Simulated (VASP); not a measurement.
# Si36N (a cell with a defect) in VASP: notebook

The runs below take Si36N (a cell with a defect) through single point, relaxation of the atoms, with PBE.

Program: VASP 6.6.1. These are calculated values, not measurements. Logs are shortened: lines on timing, memory, paths and dates and some standing lists are left out, and cuts for length are marked.

### 1 The cell of the first run

The cell holds a defect, 37 atoms: a = 9.220 Å, b = 9.220 Å, c = 9.220 Å, α = 77.59°, β = 77.59°, γ = 77.59°.

### 2 Single point, PBE, collinear spin (with an interstitial atom, then relaxed in part)

Input file INCAR:

```
ALGO = Normal ; EDIFF = 1E-6
ENCUT = 520 ; GGA = PE
ISIF = 2 ; ISMEAR = 0
ISPIN = 2 ; LASPH = T
LCHARG = T ; LELF = T
LORBIT = 11 ; LREAL = Auto
LUSENCCL = F ; LVHAR = T
LWAVE = F ; MAGMOM = 0 0.077 0 0 0 0.077 0 0.077 0 0 0 0 0 0 0.077 0 0.077 0.077 0 0.077 0 0 0 0.077 0 0.077 0 0.077 0.077 0 0 0.077 0 0 0 0 0.077
NBANDS = 102 ; NELM = 150
PREC = Accurate ; SIGMA = 0.02
```

Input file KPOINTS:

```
Automatic mesh
0
Gamma
  2 2 2
  0.5 0.5 0.5
```

Input file POSCAR:

```
Si36N
1.0
   -5.7769209609      3.3353068718     -6.3650226989
    5.7769209608      3.3353068719     -6.3650226989
    0.0000000001     -6.6706137437     -6.3650226989
Si N
36 1
Direct
    0.4229141305      0.0953881533      0.4229334755
    0.7587249166      0.0901920571      0.0900440794
    0.0894880661      0.4266611064      0.4177860319
    0.7537536351      0.7621500084      0.4153385738
    0.4178642328      0.4267150635      0.0894341516
    0.0900193624      0.0902092305      0.7587076198
    0.7523676403      0.4243980259      0.7523431110
    0.1040489777      0.7852634318      0.1040207879
    0.4153365047      0.7622347527      0.7537164131
    0.0337978888      0.0461096389      0.3758118557
    0.3758286490      0.0461320813      0.0338080737
    0.6978100251      0.3719936518      0.3644853218
    0.3667000351      0.7070858131      0.3667384872
    0.0312334063      0.3658333236      0.0312422124
    0.6996227797      0.0361802394      0.6996155149
    0.3644941692      0.3720216792      0.6978163011
    0.6825664097      0.7002116010      0.0272322304
    0.0272333906      0.7001804658      0.6825869362
    0.2978979267      0.9722921178      0.2978926207
    0.6367966557      0.9656113996      0.9644329586
    0.9624509283      0.3055336814      0.2955381113
    0.6291756363      0.6359186355      0.2925921631
    0.2955743515      0.3055744508      0.9624448611
    0.9644290446      0.9655881758      0.6367605151
    0.6284250543      0.2996928868      0.6284363004
    0.9417082429      0.6218185326      0.9417282678
    0.2925894645      0.6359460551      0.6291718348
    0.9091850242      0.9253201412      0.2546137441
    0.2546050910      0.9253590878      0.9091773747
    0.5751816485      0.2466352326      0.2384504663
    0.2442198864      0.5811237282      0.2442097559
    0.9064680834      0.2439209222      0.9064614475
    0.5745480089      0.9116536738      0.5745544632
    0.2384269755      0.2466384638      0.5751867766
    0.5643481242      0.5767557133      0.9020444214
    0.9021055521      0.5766920522      0.5643115165
    0.9929051589      0.7631336579      0.9930607211
```

Potentials or basis: VASP PAW PBE potentials, release 64 (Si, N).

The run is started by

```bash
$ cat potpaw_PBE.64/Si/POTCAR potpaw_PBE.64/N/POTCAR > POTCAR
$ mpirun -np 1 vasp_std > vasp.out
```

OUTCAR:

```text
EDIFF = 1E-6
   ENCUT = 520
   GGA = PE
   ISIF = 2
   ISMEAR = 0
   ISPIN = 2
   LASPH = T
   LORBIT = 11
   LREAL = Auto
   NELM = 150
   PREC = Accurate

 ion  position               nearest neighbor table
   1  0.423  0.095  0.423-  33 2.36  34 2.37  30 2.37  19 2.38
   2  0.759  0.090  0.090-  32 2.35  28 2.35  20 2.37  30 2.37
   3  0.089  0.427  0.418-  36 2.34  31 2.35  21 2.36  34 2.36
   4  0.754  0.762  0.415-  36 2.34  28 2.36  33 2.37  22 2.38
   5  0.418  0.427  0.089-  35 2.34  31 2.35  23 2.36  30 2.36
   6  0.090  0.090  0.759-  32 2.35  29 2.35  24 2.37  34 2.37
   7  0.752  0.424  0.752-  25 2.37  36 2.38  35 2.38  32 2.38
   8  0.104  0.785  0.104-  37 1.66  31 2.35  29 2.35  28 2.35  26 3.11
   9  0.415  0.762  0.754-  35 2.34  29 2.36  33 2.37  27 2.38
  10  0.034  0.046  0.376-  28 2.33  21 2.34  24 2.35  19 2.38
  11  0.376  0.046  0.034-  29 2.33  23 2.34  20 2.35  19 2.38
  12  0.698  0.372  0.364-  22 2.36  21 2.36  25 2.37  30 2.38
  13  0.367  0.707  0.367-  27 2.36  22 2.36  31 2.36  19 2.37
  14  0.031  0.366  0.031-  26 2.36  21 2.36  23 2.36  32 2.36
[... 9 lines left out ...]
  24  0.964  0.966  0.637-  10 2.35  18 2.36  15 2.36   6 2.37
  25  0.628  0.300  0.628-  15 2.36  16 2.36  12 2.37   7 2.37
  26  0.942  0.622  0.942-  37 1.66  18 2.36  17 2.36  14 2.36   8 3.11
  27  0.293  0.636  0.629-  13 2.36  18 2.36  16 2.36   9 2.38
  28  0.909  0.925  0.255-  10 2.33   8 2.35   2 2.35   4 2.36
  29  0.255  0.925  0.909-  11 2.33   8 2.35   6 2.35   9 2.36
  30  0.575  0.247  0.238-   5 2.36   1 2.37   2 2.37  12 2.38
  31  0.244  0.581  0.244-   8 2.35   3 2.35   5 2.35  13 2.36
  32  0.906  0.244  0.906-   6 2.35   2 2.35  14 2.36   7 2.38
  33  0.575  0.912  0.575-   1 2.36   9 2.37   4 2.37  15 2.38
  34  0.238  0.247  0.575-   3 2.36   1 2.37   6 2.37  16 2.38
  35  0.564  0.577  0.902-  17 2.34   9 2.34   5 2.34   7 2.38
  36  0.902  0.577  0.564-  18 2.34   4 2.34   3 2.34   7 2.38
  37  0.993  0.763  0.993-   8 1.66  26 1.66

  LATTYP: Found a trigonal (rhomboedric) cell.
 ALAT       =     9.2201193959
 COS(alpha) =     0.2148552032

  Lattice vectors:

 A1 = (  -5.7769209609,   3.3353068718,  -6.3650226989)
 A2 = (   5.7769209608,   3.3353068719,  -6.3650226989)
 A3 = (   0.0000000001,  -6.6706137437,  -6.3650226989)

Analysis of symmetry for initial positions (statically):
=====================================================================
 Subroutine PRICEL returns:
 Original cell was already a primitive cell.

 Routine SETGRP: Setting up the symmetry group for a
 trigonal (rhombohedral) supercell.

 Subroutine GETGRP returns: Found  1 space group operations
 (whereof  1 operations were pure point group operations)
 out of a pool of 12 trial point group operations.

The static configuration has the point symmetry C_1 .

Analysis of symmetry for dynamics (positions and initial velocities):
=====================================================================
 Subroutine PRICEL returns:
 Original cell was already a primitive cell.
[... 225 lines left out ...]
 cond. band min:       5.6360458237   @ k =   0.2500  -0.2500   0.2500
 fundamental gap:      0.0525605979
 Fermi energy:         5.6098164963

 spin component 1

 k-point     1 :       0.2500    0.2500    0.2500
  band No.  band energies     occupation
      1      -9.4662      1.00000
      2      -5.9409      1.00000
      3      -4.9907      1.00000
      4      -4.9686      1.00000
      5      -4.8246      1.00000
      6      -4.6187      1.00000
[... 345 lines left out ...]
     85       7.9631      0.00000
     86       8.0938      0.00000
 Fermi energy:         5.6098164963

 spin component 2

 k-point     1 :       0.2500    0.2500    0.2500
  band No.  band energies     occupation
      1      -9.4664      1.00000
      2      -5.9409      1.00000
      3      -4.9907      1.00000
      4      -4.9686      1.00000
      5      -4.8246      1.00000
      6      -4.6187      1.00000
[... 345 lines left out ...]
     85       7.9631      0.00000
     86       8.0938      0.00000
 [bands above 86 left out]

------------------------ aborting loop because EDIFF is reached ----------------------------------------

  FORCE on cell =-STRESS in cart. coord.  units (eV):
  Direction    XX          YY          ZZ          XY          YZ          ZX
  --------------------------------------------------------------------------------------
  -------------------------------------------------------------------------------------
  Total        2.7474700      1.9475648     15.5457257      0.7110244      0.0001536      0.0012820
  in kB        5.9821888      4.2405195     33.8484005      1.5481451      0.0003345      0.0027914
  external PRESSURE =      14.6903696 kB  Pullay stress =       0.0000000 kB

 VOLUME and BASIS-vectors are now :
 -----------------------------------------------------------------------------
  energy-cutoff  :      520.00
  volume of cell :      735.84
      direct lattice vectors                 reciprocal lattice vectors
    -5.776920961  3.335306872 -6.365022699    -0.086551297  0.049970414 -0.052369544
     5.776920961  3.335306872 -6.365022699     0.086551297  0.049970414 -0.052369544
     0.000000000 -6.670613744 -6.365022699     0.000000000 -0.099940829 -0.052369544

 POSITION                                       TOTAL-FORCE (eV/Angst)
 -----------------------------------------------------------------------------------
     -1.89209     -1.09253     -5.99099        -0.000059      0.000774      0.001366
     -3.86206      2.23075     -5.97651         0.000645     -0.000040     -0.000787
      1.94782     -1.06537     -5.94452         0.001704     -0.002034     -0.001623
      0.04851      2.28544    -12.29240         0.002365      0.001721     -0.005280
      0.05113      2.22035     -5.94502        -0.000540     -0.001248     -0.000786
      0.00110     -4.45993     -5.97635        -0.001517     -0.000366      0.000743
[... 29 lines left out ...]
     -1.87989      1.16794    -13.00444        -0.002196      0.002261      0.000904
     -1.32737     -0.76740    -17.49808         0.002685      0.004460     -0.004331
 -----------------------------------------------------------------------------------
    total drift:                               -0.004528     -0.003269      0.000837

  FREE ENERGIE OF THE ION-ELECTRON SYSTEM (eV)
  ---------------------------------------------------
  free  energy   TOTEN  =      -201.4595336108 eV

  energy  without entropy=     -201.4585370531  energy(sigma->0) =     -201.45903533

 total charge

# of ion       s       p       d       tot
------------------------------------------
    1        0.750   0.929   0.000   1.678
    2        0.751   0.929   0.000   1.679
    3        0.751   0.936   0.000   1.687
    4        0.750   0.930   0.000   1.680
    5        0.751   0.936   0.000   1.687
    6        0.751   0.929   0.000   1.679
[... 29 lines left out ...]
   36        0.752   0.943   0.000   1.695
   37        1.274   2.546   0.000   3.820
--------------------------------------------------
tot         28.318  36.192   0.000  64.510

 magnetization (x)

# of ion       s       p       d       tot
------------------------------------------
    1        0.000   0.000   0.000   0.000
    2        0.000   0.000   0.000   0.000
    3       -0.000   0.000   0.000   0.000
    4        0.000  -0.000   0.000  -0.000
    5       -0.000   0.000   0.000   0.000
    6        0.000   0.000   0.000   0.000
[... 29 lines left out ...]
   36       -0.000  -0.000   0.000  -0.000
   37       -0.000  -0.000   0.000  -0.000
--------------------------------------------------
tot         -0.000  -0.000   0.000  -0.000
```

OSZICAR:

```text
N       E                     dE             d eps       ncg     rms          rms(c)
DAV:   1     0.407792268574E+03    0.40779E+03   -0.57054E+04  1632   0.121E+03
DAV:   2    -0.162600607718E+03   -0.57039E+03   -0.53796E+03  1966   0.182E+02
DAV:   3    -0.206858460276E+03   -0.44258E+02   -0.43528E+02  2032   0.461E+01
DAV:   4    -0.208068056637E+03   -0.12096E+01   -0.12031E+01  2040   0.921E+00
[... 11 lines left out ...]
DAV:  16    -0.201459532027E+03   -0.65043E-05   -0.30328E-04  1904   0.400E-02    0.237E-02
DAV:  17    -0.201459543852E+03   -0.11826E-04   -0.15159E-05  1976   0.120E-02    0.271E-02
DAV:  18    -0.201459532467E+03    0.11386E-04   -0.22726E-05  2168   0.138E-02    0.927E-03
DAV:  19    -0.201459533812E+03   -0.13452E-05   -0.25423E-05  1960   0.115E-02    0.391E-03
DAV:  20    -0.201459533611E+03    0.20102E-06   -0.16418E-06  1408   0.435E-03
   1 F= -.20145953E+03 E0= -.20145904E+03  d E =-.996558E-03  mag=    -0.0003
```

It took 4.4 min on 1 × NVIDIA H100 80GB with 1 thread of Intel Xeon Platinum 8481C at 2.70GHz (Sapphire Rapids), shared host; peak memory 1.8 GiB.

Results:

```yaml
Free_energy: -201.4595 eV
Pressure: 1.5 GPa
Largest_force: 0.024 eV/Å
Net_moment: 0.00 μB per cell
Valence_electrons_inside_the_program's_atomic_spheres: Si 1.68, 1.69, 1.67, 1.71, 1.70 (each value once); N 3.82
```

Forces in eV/Å, atoms in the order of the input:
```
Si   0.000  0.001  0.001
Si   0.001  0.000 -0.001
Si   0.002 -0.002 -0.002
Si   0.002  0.002 -0.005
Si  -0.001 -0.001 -0.001
Si  -0.002  0.000  0.001
Si  -0.001 -0.001 -0.002
Si  -0.003 -0.003 -0.019
Si   0.000 -0.004 -0.002
Si   0.000  0.002  0.000
Si   0.001  0.001  0.001
Si  -0.001  0.001 -0.002
Si  -0.004  0.001 -0.001
Si   0.003  0.004  0.006
Si  -0.002 -0.002  0.002
Si   0.001 -0.001  0.001
Si  -0.006  0.001 -0.001
Si  -0.001 -0.006  0.000
Si   0.001  0.000  0.002
Si   0.002  0.000 -0.001
Si   0.001  0.000 -0.001
Si   0.001  0.000  0.001
Si   0.002 -0.002  0.001
Si   0.001  0.000 -0.004
Si   0.000  0.002  0.004
Si   0.001 -0.001  0.024
Si   0.000 -0.002 -0.002
Si  -0.005  0.003  0.002
Si   0.001 -0.005  0.001
Si   0.001  0.003  0.002
Si   0.007  0.006 -0.001
Si  -0.003 -0.003  0.001
Si  -0.002  0.003 -0.002
Si   0.001  0.001 -0.001
Si   0.002 -0.002  0.002
Si  -0.002  0.002  0.001
N    0.003  0.004 -0.004
```

Levels at points of the mesh, in eV from the Fermi level:
Spin up:
```
           k point  band 70  band 71  band 72  band 73  band 74  band 75  band 76  band 77  band 78  band 79
(0.25, 0.25, 0.25)    -0.90    -0.85    -0.67    -0.22    -0.03     0.27     0.91     1.05     1.09     1.19
```
Spin down:
| k point | band 72 | band 73 | band 74 | band 75 | band 76 | band 77 |
| --- | --- | --- | --- | --- | --- | --- |
| (0.25, 0.25, 0.25) | -0.67 | -0.22 | -0.03 | 0.27 | 0.91 | 1.05 |

Caveat: the cell differs from its parent crystal (with an interstitial atom, then relaxed in part).

### 3 Relaxation of the atoms, PBE (with an interstitial atom)

Input file INCAR:

```
  ALGO = Normal
  EDIFF = 1E-6
  EDIFFG = -0.025
  ENCUT = 520
  GGA = PE
  IBRION = 2
  ISIF = 2
  ISMEAR = 0
  LASPH = T
  LCHARG = F
  LREAL = Auto
  LUSENCCL = F
  LWAVE = F
  NELECT = 148.0
  NELM = 60
  NSW = 65
  PREC = Accurate
  SIGMA = 0.02
```

KPOINTS is that of step 2.

Input file POSCAR:

```
Si36N
1.0
   -5.7769209609      3.3353068718     -6.3650226989
    5.7769209608      3.3353068719     -6.3650226989
    0.0000000001     -6.6706137437     -6.3650226989
Si N
36 1
Direct
    0.4229141305      0.0953881533      0.4229334755
    0.7518546992      0.0950483500      0.0861024242
    0.0894880661      0.4266611064      0.4177860319
    0.7537536351      0.7621500084      0.4153385738
    0.4178642328      0.4267150635      0.0894341516
    0.0888580372      0.0931012703      0.7580827294
    0.7523676403      0.4243980259      0.7523431110
    0.1046973191      0.7836691392      0.1008251132
    0.4153365047      0.7622347527      0.7537164131
    0.0337978888      0.0461096389      0.3758118557
    0.3758286490      0.0461320813      0.0338080737
    0.6978100251      0.3719936518      0.3644853218
    0.3667000351      0.7070858131      0.3667384872
    0.0312334063      0.3658333236      0.0312422124
    0.7022626804      0.0357056092      0.6960954398
    0.3644941692      0.3720216792      0.6978163011
    0.6833156745      0.6973318647      0.0299915184
    0.0266740612      0.7008424157      0.6821744781
    0.2978979267      0.9722921178      0.2978926207
    0.6361630531      0.9639761527      0.9621601623
    0.9624509283      0.3055336814      0.2955381113
    0.6291756363      0.6359186355      0.2925921631
    0.2955743515      0.3055744508      0.9624448611
    0.9627033853      0.9648880997      0.6359263476
    0.6284250543      0.2996928868      0.6284363004
    0.9405607841      0.6248907382      0.9451178243
    0.2925894645      0.6359460551      0.6291718348
    0.9114287017      0.9253814770      0.2536889131
    0.2529511842      0.9218119304      0.9115451588
    0.5751816485      0.2466352326      0.2384504663
    0.2442198864      0.5811237282      0.2442097559
    0.9062488850      0.2436709968      0.9084380451
    0.5745480089      0.9116536738      0.5745544632
    0.2384269755      0.2466384638      0.5751867766
    0.5643481242      0.5767557133      0.9020444214
    0.9021055521      0.5766920522      0.5643115165
    0.9940481955      0.7619215786      0.9917128925
```

Potentials or basis: VASP PAW PBE potentials, release 64 (Si, N).

The run is started by

```bash
$ cat potpaw_PBE.64/Si/POTCAR potpaw_PBE.64/N/POTCAR > POTCAR
$ mpirun -np 1 vasp_std > vasp.out
```

Wall time 14 min (1 × NVIDIA H100 80GB with 1 thread of Intel Xeon Platinum 8481C at 2.70GHz (Sapphire Rapids), shared host); peak memory 1.6 GiB.

The run converged. Its results:

- Free energy: -207.0154 eV
- Energy gained by relaxing: 3.8 meV/atom
- Ionic steps: 19
- Largest force after relaxing: 0.024 eV/Å

Forces in eV/Å, atoms in the order of the input:
```
Si  -0.002 -0.001  0.006
Si   0.001 -0.004  0.006
Si   0.001  0.002  0.006
Si  -0.002  0.006 -0.005
Si   0.002  0.005 -0.001
Si   0.003  0.012  0.004
Si   0.001 -0.001 -0.003
Si   0.002  0.000  0.021
Si   0.000 -0.006  0.002
Si   0.002  0.000 -0.001
Si   0.003 -0.003  0.005
Si  -0.002 -0.001  0.000
Si  -0.006 -0.001 -0.005
Si   0.001  0.003  0.006
Si   0.014  0.002  0.004
Si   0.002 -0.003  0.007
Si  -0.004 -0.001 -0.001
Si  -0.006 -0.008  0.005
Si  -0.007  0.000  0.001
Si   0.009 -0.001  0.005
Si   0.004  0.009  0.002
Si  -0.002  0.000 -0.010
Si  -0.001 -0.004 -0.004
Si  -0.002  0.001 -0.008
Si   0.007  0.001 -0.009
Si  -0.002  0.002  0.003
Si  -0.001  0.002 -0.007
Si   0.003  0.000  0.009
Si   0.001 -0.008 -0.007
Si   0.003  0.008  0.001
Si  -0.011  0.002 -0.008
Si  -0.007 -0.007  0.003
Si   0.001 -0.004 -0.001
Si   0.003  0.007  0.003
Si   0.001 -0.003 -0.002
Si  -0.001 -0.005 -0.006
N   -0.009 -0.001 -0.022
```

Step by step:
```csv
step,energy change (eV),largest force (eV/Å),pressure (GPa)
1,0.0000,1.7294,-0.41
2,-0.0458,2.0265,-0.81
3,-0.0954,1.0360,-0.67
4,-0.0975,1.3050,-0.79
5,-0.1231,0.4631,-0.74
6,-0.1338,0.1076,-0.68
7,-0.1338,0.1076,-0.68
8,-0.1362,0.1028,-0.68
9,-0.1371,0.2308,-0.68
10,-0.1383,0.0577,-0.68
11,-0.1384,0.0876,-0.68
12,-0.1390,0.0721,-0.68
13,-0.1401,0.0363,-0.67
14,-0.1402,0.0450,-0.66
15,-0.1406,0.0342,-0.67
16,-0.1408,0.1008,-0.67
17,-0.1411,0.0338,-0.66
18,-0.1411,0.0499,-0.66
19,-0.1412,0.0235,-0.66
```

Final structure:
```
CELL_PARAMETERS angstrom
-5.77692 3.33531 -6.36502
5.77692 3.33531 -6.36502
0.00000 -6.67061 -6.36502
ATOMIC_POSITIONS crystal
Si 0.42231 0.09576 0.42253
Si 0.75660 0.09160 0.08904
Si 0.08906 0.42713 0.41752
Si 0.75336 0.76207 0.41579
Si 0.41719 0.42712 0.08916
Si 0.08888 0.09142 0.75672
Si 0.75192 0.42413 0.75185
Si 0.10472 0.78571 0.10418
Si 0.41620 0.76219 0.75310
Si 0.03432 0.04462 0.37395
Si 0.37434 0.04472 0.03405
Si 0.69803 0.37092 0.36439
Si 0.36733 0.70569 0.36761
Si 0.03097 0.36465 0.03117
Si 0.69910 0.03593 0.69887
Si 0.36452 0.37097 0.69815
Si 0.68138 0.70192 0.02806
Si 0.02804 0.70204 0.68173
Si 0.29853 0.97164 0.29838
Si 0.63566 0.96704 0.96339
Si 0.96235 0.30559 0.29524
Si 0.62976 0.63570 0.29311
Si 0.29495 0.30572 0.96241
Si 0.96346 0.96709 0.63524
Si 0.62816 0.29998 0.62805
Si 0.94091 0.62126 0.94144
Si 0.29304 0.63577 0.63007
Si 0.90704 0.92565 0.25377
Si 0.25418 0.92580 0.90660
Si 0.57467 0.24677 0.23923
Si 0.24496 0.58089 0.24520
Si 0.90649 0.24354 0.90652
Si 0.57480 0.91176 0.57436
Si 0.23908 0.24679 0.57505
Si 0.56558 0.57608 0.90280
Si 0.90282 0.57625 0.56566
N 0.99359 0.76150 0.99374
```

Levels at points of the mesh, in eV from the Fermi level:
```
           k point  band 71  band 72  band 73  band 74  band 75  band 76  band 77  band 78
(0.25, 0.25, 0.25)    -0.73    -0.56    -0.13     0.12     0.35     1.04     1.21     1.24
```

Caveat: the cell carries a net charge on a neutralising background, which shifts energy and pressure; the cell differs from its parent crystal (with an interstitial atom); the cell is charged against a uniform background, so pressure and absolute levels hang on convention.

(Continued in part 2 of 2.)
